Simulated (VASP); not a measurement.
# Fe (Fmmm) in VASP: further runs, part 2 of 2

VASP 6.6.1. The steps go on from the part before.

## 3. Single point, r2SCAN, collinear spin, ferromagnetic start

The input, POSCAR:

```
Fe
1.0
    0.0000000000      1.9417396906      1.9651051623
    1.4984397099      0.0000000000      1.9651051623
    1.4984397099      1.9417396906      0.0000000000
Fe
1
Direct
    0.0000000000      0.0000000000      0.0000000000
```

The input, INCAR.step1:

```
ALGO = Normal
EDIFF = 1E-4
ENCUT = 520
GGA = PE
ISMEAR = -1
ISPIN = 2
LASPH = T
LCHARG = F
LMAXMIX = 4
LREAL = F
LWAVE = T
MAGMOM = 0.85
NBANDS = 14
NELM = 150
NUPDOWN = 0.85
PREC = Accurate
SIGMA = 0.1
```

The input, INCAR.step2:

```
ALGO = Normal
EDIFF = 1E-6
ENCUT = 520
ISIF = 2
ISMEAR = -1
ISPIN = 2
ISTART = 1
LASPH = T
LCHARG = T
LELF = T
LMAXMIX = 4
LMIXTAU = T
LORBIT = 11
LREAL = F
LVHAR = T
LWAVE = F
MAGMOM = 0.85
METAGGA = R2SCAN
NBANDS = 14
NELM = 150
NUPDOWN = 0.85
PREC = Accurate
SIGMA = 0.1
```

The input, KPOINTS:

```
k-points
0
Gamma
  14 14 14
```

Potentials or basis: VASP PAW PBE potentials, release 64 (Fe).

Run with:

```sh
$ cat potpaw_PBE.64/Fe/POTCAR > POTCAR
$ cp INCAR.step1 INCAR
$ mpirun -np 1 vasp_std > vasp.out
$ cp INCAR.step2 INCAR
$ mpirun -np 1 vasp_std > vasp.out
```

OUTCAR:

```text
EDIFF = 1E-6
   ENCUT = 520
   ISIF = 2
   ISMEAR = -1
   ISPIN = 2
   ISTART = 1
   LASPH = T
   LORBIT = 11
   LREAL = F
   METAGGA = R2SCAN
   NELM = 150
   NUPDOWN = 0.85
   PREC = Accurate

 ion  position               nearest neighbor table
   1  0.000  0.000  0.000-

  LATTYP: Found a face centered orthorhombic cell.
 ALAT       =     2.9968794198
 B/A-ratio  =     1.2958410524
 C/A-ratio  =     1.3114342535

  Lattice vectors:

 A1 = (   0.0000000000,   1.9417396906,   1.9651051623)
 A2 = (   1.4984397099,   0.0000000000,   1.9651051623)
 A3 = (   1.4984397099,   1.9417396906,   0.0000000000)

Analysis of symmetry for initial positions (statically):
=====================================================================
 Subroutine PRICEL returns:
 Original cell was already a primitive cell.

 Routine SETGRP: Setting up the symmetry group for a
 face centered orthorhombic supercell.

 Subroutine GETGRP returns: Found  8 space group operations
 (whereof  8 operations were pure point group operations)
 out of a pool of  8 trial point group operations.

The static configuration has the point symmetry D_2h.

Analysis of symmetry for dynamics (positions and initial velocities):
=====================================================================
 Subroutine PRICEL returns:
 Original cell was already a primitive cell.

 Routine SETGRP: Setting up the symmetry group for a
 face centered orthorhombic supercell.

 Subroutine GETGRP returns: Found  8 space group operations
 (whereof  8 operations were pure point group operations)
 out of a pool of  8 trial point group operations.

The dynamic configuration has the point symmetry D_2h.

Analysis of structural, dynamic, and magnetic symmetry:
=====================================================================
 Subroutine PRICEL returns:
 Original cell was already a primitive cell.

 Routine SETGRP: Setting up the symmetry group for a
 face centered orthorhombic supercell.

 Subroutine GETGRP returns: Found  8 space group operations
 (whereof  8 operations were pure point group operations)
[... 164 lines left out ...]
      6       4.5038      0.99895
      7      30.6263      0.00000
      8      32.1991      0.00000
      9      32.4779      0.00000
     10      36.2610      0.00000
     11      37.4169      0.00000
     12      37.9743      0.00000
     13      38.2943      0.00000
     14      38.3762      0.00000
[... 379 lines left out ...]
      3       3.3545      1.00000
      4       4.3494      0.99978
      5       4.7370      0.98929
      6       5.2677      0.31415
      7      23.4393      0.00000
      8      25.3472      0.00000
      9      29.4043      0.00000
     10      31.8339      0.00000
     11      36.3864      0.00000
     12      37.9421      0.00000
     13      41.4755      0.00000
     14      44.1856      0.00000

 [... further k-points ...]

 spin component 2

 k-point     1 :       0.0000    0.0000    0.0000
  band No.  band energies     occupation
      1      -3.4264      1.00000
      2       3.9981      1.00000
      3       4.1212      1.00000
      4       4.7809      1.00000
      5       6.7809      0.00453
      6       7.6398      0.00000
      7      30.2724      0.00000
      8      31.9560      0.00000
      9      32.2790      0.00000
     10      36.7756      0.00000
     11      37.7218      0.00000
     12      38.4349      0.00000
     13      38.5157      0.00000
     14      39.4603      0.00000
[... 379 lines left out ...]
      3       4.0694      1.00000
      4       5.6676      0.99680
      5       6.7211      0.00822
      6       7.4796      0.00000
      7      23.5845      0.00000
      8      25.4861      0.00000
      9      29.8811      0.00000
     10      31.7735      0.00000
     11      36.6800      0.00000
     12      38.5074      0.00000
     13      41.8236      0.00000
     14      44.7239      0.00000

 [... further k-points ...]

------------------------ aborting loop because EDIFF is reached ----------------------------------------

  FORCE on cell =-STRESS in cart. coord.  units (eV):
  Direction    XX          YY          ZZ          XY          YZ          ZX
  --------------------------------------------------------------------------------------
  -------------------------------------------------------------------------------------
  Total       -1.3821071     -1.2068728     -1.4323857      0.0000000      0.0000000      0.0000000
  in kB     -193.6449600   -169.0931519   -200.6894168      0.0000000      0.0000000      0.0000000
  external PRESSURE =    -187.8091762 kB  Pullay stress =       0.0000000 kB

 VOLUME and BASIS-vectors are now :
 -----------------------------------------------------------------------------
  energy-cutoff  :      520.00
  volume of cell :       11.44
      direct lattice vectors                 reciprocal lattice vectors
     0.000000000  1.941739691  1.965105162    -0.333680426  0.257501045  0.254439309
     1.498439710  0.000000000  1.965105162     0.333680426 -0.257501045  0.254439309
     1.498439710  1.941739691  0.000000000     0.333680426  0.257501045 -0.254439309

 POSITION                                       TOTAL-FORCE (eV/Angst)
 -----------------------------------------------------------------------------------
      0.00000      0.00000      0.00000         0.000000      0.000000      0.000000
 -----------------------------------------------------------------------------------
    total drift:                                0.000000     -0.000000      0.000000

  FREE ENERGIE OF THE ION-ELECTRON SYSTEM (eV)
  ---------------------------------------------------
  free  energy   TOTEN  =       -13.5916517611 eV

  energy  without entropy=      -13.5312362559  energy(sigma->0) =      -13.56144401

 total charge

# of ion       s       p       d       tot
------------------------------------------
    1        0.486   0.546   6.231   7.264

 magnetization (x)

# of ion       s       p       d       tot
------------------------------------------
    1       -0.009  -0.082   0.985   0.894
```

Wall time 24 min (1 thread of AMD EPYC 7R13, shared host); peak memory 0.19 GiB.

What came out:

* Free energy: -13.5917 eV
* Pressure: -18.8 GPa
* Net moment: 0.85 μB per cell
* Site moments: Fe +0.89 μB
* Valence electrons inside the program's atomic spheres: Fe 7.26

Caveat: the cell stands under tension; the PAW data sets were made with another functional, which shifts forces and pressure a little; the total moment is fixed, so each spin has its own Fermi level.

## 4. Single point, r2SCAN, collinear spin, ferromagnetic start

POSCAR is that of step 3.

The input, INCAR.step1:

```
SYSTEM = Fe
PREC = Accurate
ENCUT = 520
ISMEAR = -1
SIGMA = 0.1
LREAL = .FALSE.
LASPH = .TRUE.
NELM = 150
ISPIN = 2
MAGMOM = 1.74
NUPDOWN = 1.74
LMAXMIX = 4
NBANDS = 14
GGA = PE
ALGO = Normal
EDIFF = 1E-4
LWAVE = .TRUE.
LCHARG = .FALSE.
```

The input, INCAR.step2:

```
SYSTEM = Fe
PREC = Accurate
ENCUT = 520
EDIFF = 1E-7
ISMEAR = -1
SIGMA = 0.1
LREAL = .FALSE.
LASPH = .TRUE.
NELM = 150
ALGO = Normal
ISIF = 2
LWAVE = .FALSE.
LCHARG = .FALSE.
ISPIN = 2
MAGMOM = 1.74
LORBIT = 11
NUPDOWN = 1.74
LMAXMIX = 4
METAGGA = R2SCAN
LMIXTAU = .TRUE.
NBANDS = 14
ISTART = 1
```

The input, KPOINTS:

```
regular mesh
0
G
  14 14 14
  0 0 0
```

Run with:

```sh
$ cat potpaw_PBE.64/Fe/POTCAR > POTCAR
$ cp INCAR.step1 INCAR
$ mpirun -np 1 vasp_std > vasp.out
$ cp INCAR.step2 INCAR
$ mpirun -np 1 vasp_std > vasp.out
```

Run time: 17 min. Hardware: 1 thread of AMD EPYC 7R13, shared host; peak memory 0.19 GiB.

The run converged. Its results:

```
Free energy                                           : -14.0768 eV
Pressure                                              : -12.5 GPa
Net moment                                            : 1.74 μB per cell
Site moments                                          : Fe +1.79 μB
Valence electrons inside the program's atomic spheres : Fe 7.26
```

Stress tensor (GPa, compression positive):
```
-19.98   0.00   0.00
  0.00  -7.31   0.00
  0.00   0.00 -10.19
```

Caveat: the cell stands under tension; the PAW data sets were made with another functional, which shifts forces and pressure a little; the total moment is fixed, so each spin has its own Fermi level.

## 5. Single point, r2SCAN, collinear spin, ferromagnetic start

POSCAR is that of step 4.

The input, INCAR.step1:

```
PREC     = Accurate       # precision mode
ENCUT    = 520            # plane-wave cutoff, eV
ISMEAR   = -1             # smearing method
SIGMA    = 0.1            # smearing width, eV
LREAL    = False          # projectors in reciprocal space
LASPH    = True           # aspherical terms in the spheres
NELM     = 150            # most SCF steps
ISPIN    = 2              # spin polarisation
MAGMOM   = 2.33           # initial moments
NUPDOWN  = 2.33           # fixed moment
LMAXMIX  = 4              # l up to which the mixer works
NBANDS   = 14             # bands
GGA      = PE             # functional
ALGO     = Normal         # electronic algorithm
EDIFF    = 1E-4           # SCF threshold, eV
LWAVE    = True           # write WAVECAR
LCHARG   = False          # write CHGCAR
```

The input, INCAR.step2:

```
PREC     = Accurate       # precision mode
ENCUT    = 520            # plane-wave cutoff, eV
EDIFF    = 1E-7           # SCF threshold, eV
ISMEAR   = -1             # smearing method
SIGMA    = 0.1            # smearing width, eV
LREAL    = False          # projectors in reciprocal space
LASPH    = True           # aspherical terms in the spheres
NELM     = 150            # most SCF steps
ALGO     = Normal         # electronic algorithm
ISIF     = 2              # what is computed and relaxed
LWAVE    = False          # write WAVECAR
LCHARG   = False          # write CHGCAR
ISPIN    = 2              # spin polarisation
MAGMOM   = 2.33           # initial moments
LORBIT   = 11             # projections on sites
NUPDOWN  = 2.33           # fixed moment
LMAXMIX  = 4              # l up to which the mixer works
METAGGA  = R2SCAN         # meta-GGA
LMIXTAU  = True         
NBANDS   = 14             # bands
ISTART   = 1
```

The input, KPOINTS:

```
Automatic mesh
0
Gamma
  14 14 14
```

Run with:

```sh
$ cat potpaw_PBE.64/Fe/POTCAR > POTCAR
$ cp INCAR.step1 INCAR
$ mpirun -np 1 vasp_std > vasp.out
$ cp INCAR.step2 INCAR
$ mpirun -np 1 vasp_std > vasp.out
```

It took 15 min on 1 thread of AMD EPYC 7R13, shared host; peak memory 0.19 GiB.

Results (log left out):

```
Free energy                                           : -14.3099 eV
Pressure                                              : -2.3 GPa
Net moment                                            : 2.33 μB per cell
Site moments                                          : Fe +2.39 μB
Valence electrons inside the program's atomic spheres : Fe 7.26
```

Stress tensor (GPa, compression positive):
```
-7.59  0.00  0.00
 0.00  0.86  0.00
 0.00  0.00 -0.24
```

Caveat: the PAW data sets were made with another functional, which shifts forces and pressure a little; the total moment is fixed, so each spin has its own Fermi level.

## 6. Summary

```csv
fixed moment (μB),pressure (GPa),moment (μB)
-,4.5,2.59
0.85,-18.8,0.85
1.74,-12.5,1.74
2.33,-2.3,2.33
```

Alike in all rows: task single point; level r2SCAN; potentials or basis VASP PAW PBE potentials, release 64 (Fe); spin collinear, ferromagnetic start; cell as given; k mesh 14 × 14 × 14; cutoff (eV) 520; smearing fermi-dirac 0.1 eV.

Caveats: the PAW data sets were made with another functional, which shifts forces and pressure a little; the total moment is fixed, so each spin has its own Fermi level (at least some runs); the cell stands under tension (at least some runs); the cell stands under pressure (at least some runs).

Total energies depend on the potentials used, so only differences within one code and one set of settings carry meaning.
